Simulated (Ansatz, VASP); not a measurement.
## One calculation of W, two programs

File INCAR:

```
SYSTEM = W
ALGO = Normal
EDIFF = 1E-6
ENCUT = 520
GGA = PS
ISIF = 2
ISMEAR = -1
LASPH = .True.
LCHARG = .True.
LELF = .True.
LREAL = .False.
LVHAR = .True.
LWAVE = .False.
NBANDS = 21
NELM = 60
PREC = Accurate
SIGMA = 0.05
```

Contents of KPOINTS:

```
k-points
0
Gamma
  12 12 7
  0 0 0
```

File POSCAR:

```
W
1.0
    2.8445100090      0.0000000000      0.0000000000
   -1.4222550045      2.4634179291      0.0000000000
    0.0000000000      0.0000000000      4.6081062146
W
2
Direct
    0.2533333333      0.6266666667      0.1900000000
    0.7466666667      0.3733333333      0.8100000000
```

Input for Ansatz:

```yaml
crystal:
  lattice:
    - [2.844510009, 0.0, 0.0]
    - [-1.4222550045, 2.4634179291, 0.0]
    - [0.0, 0.0, 4.6081062146]
  atoms:
    - { symbol: W, position: [0.2533333333, 0.6266666667, 0.19] }
    - { symbol: W, position: [0.7466666667, 0.3733333333, 0.81] }
kpoints:
  mp_grid: { grid: [12, 12, 7] }
scf:
  occupations: { method: fermi_dirac, width: 0.05 }
hamiltonian:
  xc: pbesol
  pseudopotentials: { kind: all_electron, lapw: { basis_error: 0.001 } }
output:
  forces: true
  stress: true
  eigenvalues: true
  populations: true
```

Change from the starting cell: shortest bond scaled by 0.76, LAPW.

Alike in both runs: task single point; functional PBEsol; k mesh 12 × 12 × 7; occupations fermi-dirac, width 0.05 eV; no spin polarisation.

|  | VASP | Ansatz |
| --- | --- | --- |
| version | VASP 6.6.1 | Ansatz 0.2.0 |
| potentials or method | VASP PAW PBE potentials, release 64 (W_sv), cutoff 520 eV | all-electron LAPW, scalar-relativistic |

|  | VASP | Ansatz | Ansatz less VASP |
| --- | --- | --- | --- |
| pressure (GPa) | 46.6 | 43.2 | -3.44 |
| traceless stress, the component that is largest in VASP (GPa) | 20.54 | 17.96 | -2.580 |
| rms of the force components (eV/Å) | 5.501 | 5.106 | -0.3951 |

VASP's potentials were made for PBE, not for PBEsol. Atom by atom the forces differ by 0.399 eV/Å (rms over components). Both programs put the cell under a high pressure, so it lies far from rest at this level. Ansatz ran all-electron here, and VASP with PAW potentials.

Neither program's run includes spin-orbit coupling.
